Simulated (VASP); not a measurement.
Write the native input for VASP 6.6.1 that does the following.

* Task: relaxation of cell and atoms
* Functional: PBE
* Potentials or basis: VASP PAW PBE potentials, release 64 (Te, Be)
* Cutoff: 600 eV
* k mesh: 8 × 8 × 8
* Occupations: fermi-dirac, width 0.05 eV
* Spin: no spin polarisation
* Dipole correction: no
* Further INCAR settings: ALGO = Normal; EDIFF = 1e-07; IBRION = 2; EDIFFG = -0.02; NSW = 80; ISIF = 3

The structure of BeTe lies in POSCAR:

```
BeTe
1.0
    0.0000000000      2.7700000000      2.7700000000
    2.7700000000      0.0000000000      2.7700000000
    2.7700000000      2.7700000000      0.0000000000
Te Be
1 1
Direct
    0.7500000000      0.7500000000      0.7500000000
    0.0000000000      0.0000000000      0.0000000000
```

These files were run (other wordings do the same):

INCAR

```
SYSTEM = BeTe
ALGO = Normal
EDIFF = 1E-7
EDIFFG = -0.02
ENCUT = 600
GGA = PE
IBRION = 2
ISIF = 3
ISMEAR = -1
LASPH = .True.
LCHARG = .False.
LREAL = .False.
LWAVE = .False.
NELM = 80
NSW = 80
PREC = Accurate
SIGMA = 0.05
```

KPOINTS

```
k-points
0
Gamma
  8 8 8
  0 0 0
```

Potentials or basis: VASP PAW PBE potentials, release 64 (Te, Be).

Run with:

```bash
$ cat potpaw_PBE.64/Te/POTCAR potpaw_PBE.64/Be/POTCAR > POTCAR
$ mpirun -np 1 vasp_std > vasp.out
```

Results of the run:

```
Relaxed volume                         : 22.76 Å³/atom
Relaxed cell                           : a = 4.008 Å, b = 4.008 Å, c = 4.008 Å, α = 60.00°, β = 60.00°, γ = 60.00°
Space group after relaxing (to 0.05 Å) : F-43m (No. 216)
Energy gained by relaxing              : 19.8 meV/atom
Ionic steps                            : 3
Pressure after relaxing                : 0.0 GPa
Band gap on the k mesh                 : 2.02 eV, indirect (least direct gap 3.63 eV)
```

Caveat: spin-orbit coupling is left out, which moves the levels of the heavy elements.

Run time: 17 s on 1 thread of Intel(R) Xeon(R) Platinum 8559C (Emerald Rapids), on a shared host, peak memory 0.18 GiB.
